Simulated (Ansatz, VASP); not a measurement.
Two plane-wave programs on Al2O3

Contents of POSCAR:

```
Al2O3
1.0
    2.8410600741      0.0000000000      0.0000000000
   -1.4205300371      2.4604301978      0.0000000000
    0.0000000000      0.0000000000      9.1967031431
Al O
2 3
Direct
    0.0000000000      0.0000000000      0.1499923300
    0.0000000000      0.0000000000      0.8500076700
    0.3333333333      0.6666666667      0.2223169200
    0.6666666667      0.3333333333      0.0000000000
    0.3333333333      0.6666666667      0.7776830800
```

INCAR.step1

```
SYSTEM = Al2O3
PREC = Accurate
ENCUT = 520
ISMEAR = 0
SIGMA = 0.05
LREAL = .False.
LASPH = .True.
NELM = 60
NBANDS = 20
GGA = PE
ALGO = Normal
EDIFF = 1E-4
LWAVE = .True.
LCHARG = .False.
```

File INCAR.step2:

```
SYSTEM = Al2O3
PREC = Accurate
ENCUT = 520
EDIFF = 1E-6
ISMEAR = 0
SIGMA = 0.05
LREAL = .False.
LASPH = .True.
NELM = 60
ALGO = Normal
ISIF = 2
LWAVE = .False.
LCHARG = .False.
METAGGA = R2SCAN
LMIXTAU = .True.
NBANDS = 20
ISTART = 1
```

File KPOINTS:

```
regular mesh
0
Gamma
  12 12 4
  0 0 0
```

Input for Ansatz:

```yaml
crystal:
  lattice:
    - [2.8410600741, 0.0, 0.0]
    - [-1.4205300371, 2.4604301978, 0.0]
    - [0.0, 0.0, 9.1967031431]
  atoms:
    - { symbol: Al, position: [0.0, 0.0, 0.14999233] }
    - { symbol: Al, position: [0.0, 0.0, 0.85000767] }
    - { symbol: O, position: [0.3333333333, 0.6666666667, 0.22231692] }
    - { symbol: O, position: [0.6666666667, 0.3333333333, 0.0] }
    - { symbol: O, position: [0.3333333333, 0.6666666667, 0.77768308] }
basis:
  ecutwfc: 500
kpoints:
  mp_grid: { grid: [12, 12, 4] }
hamiltonian:
  xc: r2scan
scf:
  occupations: { method: gaussian, width: 0.05 }
output:
  forces: true
  stress: true
  eigenvalues: true
  write_density: true
  write_potential: true
  elf: true
  volumetric_format: npy
```

Change from the starting cell: strain -0.015 along x and y, -0.015 along z, atoms carried along.

Alike in both runs: task single point; functional r2SCAN; k mesh 12 × 12 × 4; occupations gaussian, width 0.05 eV; no spin polarisation.

```csv
,VASP,Ansatz
version,VASP 6.6.1,Ansatz 0.2.0
potentials or method,"VASP PAW PBE potentials, release 64 (Al, O), cutoff 520 eV","scalar-relativistic, plane waves, PAW"
valence electrons in the cell,24,24
```

|  | VASP | Ansatz | Ansatz less VASP |
| --- | --- | --- | --- |
| gap on the k mesh at the Fermi level (eV) | 6.02 | 6.05 | +0.026 |
| least direct gap on the mesh (eV) | 6.27 | 6.30 | +0.022 |
| pressure (GPa) | 2.3 | 2.4 | +0.11 |
| traceless stress, the component that is largest in VASP (GPa) | -1.22 | -0.89 | +0.332 |
| rms of the force components (eV/Å) | 0.051 | 0.066 | +0.0144 |

VASP's potentials were made for PBE, not for r2SCAN. Atom by atom the forces differ by 0.015 eV/Å (rms over components). Ansatz's warnings: xc potential rough in thin density.
